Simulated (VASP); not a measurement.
# GaP (I-4m2) in VASP: further runs

GaP is run at these levels: LDA; tasks: single point.

All numbers are computed with VASP 6.6.1; they aren't measurements. Logs are shortened: lines on timing, memory, paths and dates and some standing lists are left out, and cuts for length are marked.

## 1. The cell of the first run

It takes space group I-4m2 (No. 119, tetragonal). Conventional cell: a = 4.326 Å, b = 4.326 Å, c = 4.326 Å, α = 90.00°, β = 90.00°, γ = 90.00°. Within 3.2 Å of Ga (site symmetry -4m2) lie 4 P at 2.42 Å. P (site symmetry -4m2) has 4 Ga at 2.42 Å within 3.2 Å.

## 2. Single point, LDA

Contents of INCAR:

```
PREC = Accurate ; ENCUT = 520
EDIFF = 1E-7 ; ISMEAR = 0
SIGMA = 0.05 ; LREAL = F
LASPH = T ; NELM = 60
ALGO = Normal ; ISIF = 2
LWAVE = F ; LCHARG = F
NBANDS = 16
```

Contents of KPOINTS:

```
regular mesh
0
Gamma
  10 10 10
```

Contents of POSCAR:

```
GaP
1.0
    0.0000000000      3.0591436934      2.1628145913
    3.0591436934      0.0000000000      2.1628145913
    3.0591436934      3.0591436934      0.0000000000
Ga P
1 1
Direct
    0.0000000000      0.0000000000      0.0000000000
    0.7500000000      0.7500000000      0.7500000000
```

Potentials or basis: VASP PAW LDA potentials, release 64 (Ga_d, P).

Launch:

```
$ cat potpaw_LDA.64/Ga_d/POTCAR potpaw_LDA.64/P/POTCAR > POTCAR
$ mpirun -np 1 vasp_std > vasp.out
```

OUTCAR:

```text
PREC = Accurate
   ENCUT = 520
   EDIFF = 1E-7
   ISMEAR = 0
   LREAL = F
   LASPH = T
   NELM = 60
   ISIF = 2

 ion  position               nearest neighbor table
   1  0.000  0.000  0.000-   2 2.42   2 2.42   2 2.42   2 2.42
   2  0.750  0.750  0.750-   1 2.42   1 2.42   1 2.42   1 2.42

  LATTYP: Found a body centered tetragonal cell.
 ALAT       =     4.3262825005
 C/A-ratio  =     0.9998489886

  Lattice vectors:

 A1 = (   0.0000000000,  -3.0591436934,  -2.1628145913)
 A2 = (   0.0000000000,   3.0591436934,  -2.1628145913)
 A3 = (   3.0591436934,   0.0000000000,   2.1628145913)

Analysis of symmetry for initial positions (statically):
=====================================================================
 Subroutine PRICEL returns:
 Original cell was already a primitive cell.

 Routine SETGRP: Setting up the symmetry group for a
 body centered tetragonal supercell.

 Subroutine GETGRP returns: Found  8 space group operations
 (whereof  8 operations were pure point group operations)
 out of a pool of 16 trial point group operations.

The static configuration has the point symmetry D_2d.

Analysis of symmetry for dynamics (positions and initial velocities):
=====================================================================
 Subroutine PRICEL returns:
 Original cell was already a primitive cell.

 Routine SETGRP: Setting up the symmetry group for a
 body centered tetragonal supercell.

 Subroutine GETGRP returns: Found  8 space group operations
 (whereof  8 operations were pure point group operations)
 out of a pool of 16 trial point group operations.

The dynamic configuration has the point symmetry D_2d.

 Subroutine INISYM returns: Found  8 space group operations
 (whereof  8 operations are pure point group operations),
 and found     1 'primitive' translations

----------------------------------------------------------------------------------------

                                     Primitive cell

  volume of cell :      40.4808

  direct lattice vectors                    reciprocal lattice vectors
     0.000000000  3.059143693  2.162814591    -0.163444431  0.163444431  0.231180242
     3.059143693  0.000000000  2.162814591     0.163444431 -0.163444431  0.231180242
     3.059143693  3.059143693  0.000000000     0.163444431  0.163444431 -0.231180242

  length of vectors
     3.746481962  3.746481962  4.326282500     0.326913548  0.326913548  0.326913548

  position of ions in fractional coordinates (direct lattice)
     0.000000000  0.000000000  0.000000000
     0.750000000  0.750000000  0.750000000

  ion indices of the primitive-cell ions
   primitive index   ion index
                 1           1
                 2           2

----------------------------------------------------------------------------------------

 KPOINTS: regular mesh

Automatic generation of k-mesh.
 Grid dimensions read from file:
 generate k-points for:   10   10   10

 Generating k-lattice:

  Cartesian coordinates                     Fractional coordinates (reciprocal lattice)
    -0.016344443  0.016344443  0.023118024     0.100000000  0.000000000  0.000000000
     0.016344443 -0.016344443  0.023118024     0.000000000  0.100000000  0.000000000
     0.016344443  0.016344443 -0.023118024    -0.000000000 -0.000000000  0.100000000

  Length of vectors
     0.032691355  0.032691355  0.032691355

  Shift w.r.t. Gamma in fractional coordinates (k-lattice)
     0.000000000  0.000000000  0.000000000

 Subroutine IBZKPT returns following result:
 ===========================================

 Found    102 irreducible k-points:

 Following reciprocal coordinates:
            Coordinates               Weight
  0.000000  0.000000  0.000000      1.000000
  0.100000  0.000000  0.000000      8.000000
  0.200000  0.000000  0.000000      8.000000
  0.300000  0.000000  0.000000      8.000000
  0.400000  0.000000  0.000000      8.000000
  0.500000  0.000000  0.000000      4.000000
[... 16 lines left out ...]
  0.300000  0.300000  0.000000      2.000000
  0.400000  0.300000  0.000000      8.000000
 [... further k-points ...]
   k-points           NKPTS =    102   k-points in BZ     NKDIM =    102   number of bands    NBANDS=     16
   number of dos      NEDOS =    301   number of ions     NIONS =      2
   total plane-waves  NPLWV =  25088
   dimension x,y,z NGX =    28 NGY =   28 NGZ =   32
   dimension x,y,z NGXF=    56 NGYF=   56 NGZF=   64
   ions per type =               1   1
   NGX,Y,Z   is equivalent  to a cutoff of  12.42, 12.42, 12.30 a.u.
   NGXF,Y,Z  is equivalent  to a cutoff of  24.85, 24.85, 24.59 a.u.
 SYSTEM =  unknown system
   PREC   = accura    normal or accurate (medium, high low for compatibility)
   ISTART =      0    job   : 0-new  1-cont  2-samecut
   ICHARG =      2    charge: 1-file 2-atom 10-const
   ISPIN  =      1    spin polarized calculation?
   LNONCOLLINEAR =      F non collinear calculations
   LSORBIT =      F    spin-orbit coupling
   LASPH  =      T    aspherical Exc in radial PAW
   ENCUT  =  520.0 eV  38.22 Ry    6.18 a.u.   6.97  6.97  8.04*2*pi/ulx,y,z
   NELM   =     60;   NELMIN=  2; NELMDL= -5     # of ELM steps
   EDIFF  = 0.1E-06   stopping-criterion for ELM
   LREAL  =      F    real-space projection
   EDIFFG = 0.1E-05   stopping-criterion for IOM
   NSW    =      0    number of steps for IOM
   IBRION =     -1    ionic relax: 0-MD 1-quasi-New 2-CG
   NFREE  =      0    steps in history (QN), initial steepest desc. (CG)
   ISIF   =      2    stress and relaxation
   ISYM   =      2    0-nonsym 1-usesym 2-fastsym
   POTIM  = 0.5000    time-step for ionic-motion
   TEBEG  =    0.0;   TEEND  =   0.0 temperature during run
   PSTRESS=    0.0 pullay stress
   NELECT =      18.0000    total number of electrons
   NUPDOWN=      -1.0000    fix difference up-down
   EMIN   =  10.00;   EMAX   =-10.00  energy-range for DOS
   EFERMI =   0.00;   METHOD = LEGACY
   ISMEAR =     0;   SIGMA  =   0.05  broadening in eV -4-tet -1-fermi 0-gaus
   EFERMI_NEDOS =   21; number of points for ismear=-14 and -15
   IALGO  =     38    algorithm
   IMIX   =      4    mixing-type and parameters
     AMIX     =   0.40;   BMIX     =  1.00
     AMIX_MAG =   1.60;   BMIX_MAG =  1.00
  volume/ion in A,a.u.               =      20.24       136.59
  Fermi-wavevector in a.u.,A,eV,Ry     =   1.249538  2.361284 21.243377  1.561344
  Thomas-Fermi vector in A             =   2.383574
   LORBIT       =      0    0 simple, 1 ext, 2 COOP (PROOUT), +10 PAW based schemes
   GGA     = CA    functional components
   LHFCALC =     F    Hartree Fock is set to
   AEXX    =    0.0000 exact exchange contribution
   IVDW    =     0    specifies the selected vdW correction
   LEPSILON=     F    determine dielectric tensor
   LRPA    =     F    only Hartree local field effects (RPA)
 non-spin polarized calculation
 Gauss-broadening in eV      SIGMA  =   0.05
  energy-cutoff  :      520.00
  volume of cell :       40.48
 maximum number of plane-waves:      1112
   NGX = 13   NGY = 13   NGZ = 17

 number of electron      17.9999999 magnetization

 Free energy of the ion-electron system (eV)
  ---------------------------------------------------
  ext. energy  EPLUGINS =         0.00000000
  ---------------------------------------------------
  free energy    TOTEN  =        -9.95048417 eV

  energy without entropy =       -9.94966355  energy(sigma->0) =       -9.95007386

 E-fermi :   4.6362     XC(G=0): -10.2649

 val. band max:        4.6163085651   @ k =   0.2000   0.0000   0.1000
 cond. band min:       4.6535611274   @ k =   0.5000   0.4000   0.1000
 fundamental gap:      0.0372525623
 Fermi energy:         4.6361841543

 k-point     1 :       0.0000    0.0000    0.0000
  band No.  band energies     occupation
      1     -10.2420      2.00000
      2     -10.2420      2.00000
      3     -10.1997      2.00000
      4     -10.1800      2.00000
      5     -10.1374      2.00000
      6      -7.7978      2.00000
[... 8 lines left out ...]
     15      13.0015      0.00000
     16      14.6338      0.00000

 k-point     2 :       0.1000    0.0000    0.0000
  band No.  band energies     occupation
      1     -10.2445      2.00000
      2     -10.2398      2.00000
      3     -10.1997      2.00000
      4     -10.1820      2.00000
      5     -10.1354      2.00000
      6      -7.6649      2.00000
[... 8 lines left out ...]
     15      13.1020      0.00000
     16      14.5095      0.00000

 k-point     3 :       0.2000    0.0000    0.0000
  band No.  band energies     occupation
      1     -10.2548      2.00000
      2     -10.2353      2.00000
      3     -10.1986      2.00000
      4     -10.1849      2.00000
      5     -10.1288      2.00000
      6      -7.2772      2.00000
[... 8 lines left out ...]
     15      13.0240      0.00000
     16      15.7646      0.00000

 k-point     4 :       0.3000    0.0000    0.0000
  band No.  band energies     occupation
      1     -10.2719      2.00000
      2     -10.2318      2.00000
      3     -10.1955      2.00000
      4     -10.1857      2.00000
      5     -10.1183      2.00000
      6      -6.6779      2.00000
[... 8 lines left out ...]
     15      14.2650      0.00000
     16      16.3775      0.00000
[... 324 lines left out ...]
 k-point    22 :      -0.2000    0.2000    0.0000
  band No.  band energies     occupation
      1     -10.2677      2.00000
      2     -10.2222      2.00000
      3     -10.2010      2.00000
      4     -10.1794      2.00000
      5     -10.1248      2.00000
      6      -6.7258      2.00000
[... 8 lines left out ...]
     15      13.7435      0.00000
     16      13.8280      0.00000

 k-point    23 :       0.3000    0.3000    0.0000
  band No.  band energies     occupation
      1     -10.2855      2.00000
      2     -10.2096      2.00000
      3     -10.2088      2.00000
      4     -10.2088      2.00000
      5     -10.1037      2.00000
      6      -5.7440      2.00000
[... 8 lines left out ...]
     15      14.3190      0.00000
     16      19.8049      0.00000

 k-point    24 :       0.4000    0.3000    0.0000
  band No.  band energies     occupation
      1     -10.3012      2.00000
      2     -10.2167      2.00000
      3     -10.2010      2.00000
      4     -10.1990      2.00000
      5     -10.0970      2.00000
      6      -5.1486      2.00000
[... 8 lines left out ...]
     15      15.4495      0.00000
     16      19.5800      0.00000

 [... further k-points ...]
[... 5 lines left out ...]
  --------------------------------------------------------------------------------------
  -------------------------------------------------------------------------------------
  Total       -2.4572120     -2.4572120      0.6300260      0.0000000      0.0000000     -0.0000000
  in kB      -97.2532617    -97.2532617     24.9356119      0.0000000      0.0000000     -0.0000000
  external PRESSURE =     -56.5236372 kB  Pullay stress =       0.0000000 kB

 VOLUME and BASIS-vectors are now :
 -----------------------------------------------------------------------------
  energy-cutoff  :      520.00
  volume of cell :       40.48
      direct lattice vectors                 reciprocal lattice vectors
     0.000000000  3.059143693  2.162814591    -0.163444431  0.163444431  0.231180242
     3.059143693  0.000000000  2.162814591     0.163444431 -0.163444431  0.231180242
     3.059143693  3.059143693  0.000000000     0.163444431  0.163444431 -0.231180242

 POSITION                                       TOTAL-FORCE (eV/Angst)
 -----------------------------------------------------------------------------------
      0.00000      0.00000      0.00000         0.000000      0.000000      0.000000
      4.58872      4.58872      3.24422        -0.000000     -0.000000     -0.000000
 -----------------------------------------------------------------------------------
    total drift:                                0.000003      0.000003      0.000004

  FREE ENERGIE OF THE ION-ELECTRON SYSTEM (eV)
  ---------------------------------------------------
  free  energy   TOTEN  =        -9.9504841650 eV

  energy  without entropy=       -9.9496635482  energy(sigma->0) =       -9.95007386
```

It took 21 s on 1 thread of Intel Xeon 6975P-C (Granite Rapids), shared host; peak memory 0.19 GiB.

Results:

- Free energy: -9.9505 eV
- Pressure: -5.7 GPa
- Band gap on the k mesh: zero (band 9 reaches 5.32 eV, above the bottom of band 10 at 4.02 eV)

## 3. Single point, LDA

This run uses another cell than the first one, of the same volume but with other edges.

Contents of INCAR:

```
SYSTEM = GaP
ALGO = Normal
EDIFF = 1E-7
ENCUT = 520
GGA = CA
ISIF = 2
ISMEAR = 0
LASPH = .TRUE.
LCHARG = .FALSE.
LREAL = .FALSE.
LWAVE = .FALSE.
NBANDS = 16
NELM = 80
PREC = Accurate
SIGMA = 0.05
```

Contents of KPOINTS:

```
k-points
0
G
  10 10 10
  0 0 0
```

Contents of POSCAR:

```
GaP
1.0
    0.0000000000      2.4280439585      3.4332541574
    2.4280439585      0.0000000000      3.4332541574
    2.4280439585      2.4280439585      0.0000000000
Ga P
1 1
Direct
    0.0000000000      0.0000000000      0.0000000000
    0.7500000000      0.7500000000      0.7500000000
```

Potentials or basis: VASP PAW LDA potentials, release 64 (Ga_d, P).

Launch:

```
$ cat potpaw_LDA.64/Ga_d/POTCAR potpaw_LDA.64/P/POTCAR > POTCAR
$ mpirun -np 1 vasp_std > vasp.out
```

Run time: 22 s. Hardware: 1 thread of Intel Xeon 6975P-C (Granite Rapids), shared host; peak memory 0.19 GiB.

The run converged. Its results:

| Property | Result |
| --- | --- |
| Free energy | -9.4565 eV |
| Pressure | -3.4 GPa |
| Band gap on the k mesh | zero (band 9 reaches 5.58 eV, above the bottom of band 10 at 5.08 eV) |

Stress tensor (GPa, compression positive):
```
  5.97   0.00   0.00
  0.00   5.97   0.00
  0.00   0.00 -22.04
```

Levels at points of the mesh, in eV from the Fermi level:
| k point | band 6 | band 7 | band 8 | band 9 | band 10 | band 11 | band 12 | band 13 |
| --- | --- | --- | --- | --- | --- | --- | --- | --- |
| (0.00, 0.00, 0.00) | -13.04 | -2.68 | -0.70 | 0.27 | 0.27 | 3.64 | 3.64 | 4.27 |
| (0.50, 0.00, 0.00) | -10.89 | -7.21 | -3.23 | -0.94 | 0.06 | 5.10 | 5.59 | 7.17 |
| (0.50, 0.50, 0.00) | -11.13 | -8.78 | -1.40 | -1.40 | 2.92 | 3.30 | 7.52 | 9.24 |
| (0.50, 0.00, 0.50) | -9.49 | -6.46 | -3.82 | -3.61 | 0.15 | 0.26 | 6.40 | 6.57 |
